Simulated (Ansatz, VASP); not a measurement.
LiGe6As8 in VASP and in Ansatz

The input INCAR:

```
PREC = Accurate
ENCUT = 600
EDIFF = 1E-6
ISMEAR = 0
SIGMA = 0.1
LREAL = Auto
LASPH = T
NELM = 100
ALGO = Normal
ISIF = 3
LWAVE = F
LCHARG = F
GGA = PE
IBRION = 2
NSW = 100
EDIFFG = -0.01
```

The input KPOINTS:

```
regular mesh
0
Gamma
  6 6 6
```

File POSCAR:

```
LiGe6As8
1.0
    0.0000000000      5.9842731064      5.9842731064
    5.9842731064      0.0000000000      5.9842731064
    5.9842731064      5.9842731064      0.0000000000
Li Ge As
1 6 8
Direct
    0.5000000000      0.5000000000      0.5000000000
    0.5000000000      0.0000000000      0.5000000000
    0.5000000000      0.0000000000      0.0000000000
    0.0000000000      0.0000000000      0.5000000000
    0.0000000000      0.5000000000      0.0000000000
    0.0000000000      0.5000000000      0.5000000000
    0.5000000000      0.5000000000      0.0000000000
    0.8854823656      0.3435529031      0.8854823656
    0.1145176344      0.1145176344      0.1145176344
    0.8854823656      0.8854823656      0.8854823656
    0.6564470969      0.1145176344      0.1145176344
    0.8854823656      0.8854823656      0.3435529031
    0.3435529031      0.8854823656      0.8854823656
    0.1145176344      0.1145176344      0.6564470969
    0.1145176344      0.6564470969      0.1145176344
```

Input for Ansatz:

```yaml
crystal:
  lattice:
    - [0.0, 5.9842731064, 5.9842731064]
    - [5.9842731064, 0.0, 5.9842731064]
    - [5.9842731064, 5.9842731064, 0.0]
  atoms:
    - { symbol: Li, position: [0.5, 0.5, 0.5] }
    - { symbol: Ge, position: [0.5, 0.0, 0.5] }
    - { symbol: Ge, position: [0.5, 0.0, 0.0] }
    - { symbol: Ge, position: [0.0, 0.0, 0.5] }
    - { symbol: Ge, position: [0.0, 0.5, 0.0] }
    - { symbol: Ge, position: [0.0, 0.5, 0.5] }
    - { symbol: Ge, position: [0.5, 0.5, 0.0] }
    - { symbol: As, position: [0.8854823656, 0.3435529031, 0.8854823656] }
    - { symbol: As, position: [0.1145176344, 0.1145176344, 0.1145176344] }
    - { symbol: As, position: [0.8854823656, 0.8854823656, 0.8854823656] }
    - { symbol: As, position: [0.6564470969, 0.1145176344, 0.1145176344] }
    - { symbol: As, position: [0.8854823656, 0.8854823656, 0.3435529031] }
    - { symbol: As, position: [0.3435529031, 0.8854823656, 0.8854823656] }
    - { symbol: As, position: [0.1145176344, 0.1145176344, 0.6564470969] }
    - { symbol: As, position: [0.1145176344, 0.6564470969, 0.1145176344] }
basis:
  ecutwfc: 420
kpoints:
  mp_grid: { grid: [6, 6, 6] }
hamiltonian:
  xc: pbe
scf:
  occupations: { method: gaussian, width: 0.1 }
output:
  forces: true
  stress: true
  eigenvalues: true
relax:
  adjacent_minimum: "off"
  f_tol: 0.01
  max_steps: 80
  cell: { stress_tol: 0.05 }
```

Alike in both runs: task relaxation of cell and atoms; functional PBE; k mesh 6 × 6 × 6; occupations gaussian, width 0.1 eV; no spin polarisation.

```csv
,VASP,Ansatz
version,VASP 6.6.1,Ansatz 0.2.0
potentials or method,"VASP PAW PBE potentials, release 64 (Li_sv, Ge_d, As), cutoff 600 eV","scalar-relativistic, plane waves, PAW"
valence electrons in the cell,127,207
```

|  | VASP | Ansatz | Ansatz less VASP |
| --- | --- | --- | --- |
| gap on the k mesh at the Fermi level, each at its own relaxed structure (eV) | none | none | - |
| relaxed volume (Å³/atom) | 28.57 | 28.51 | -0.061 |
| relaxed cell length with the largest relative difference (Å) | 8.463 | 8.457 | -0.0060 |

A gap of «none» marks a metal or a gap that the smearing closes. VASP's potentials hold 127 valence electrons a cell and Ansatz's 207, so a difference there can come from the potentials and not from the codes.

Noted on VASP's run: the cutoff is short for stress, so the pressure is rough.
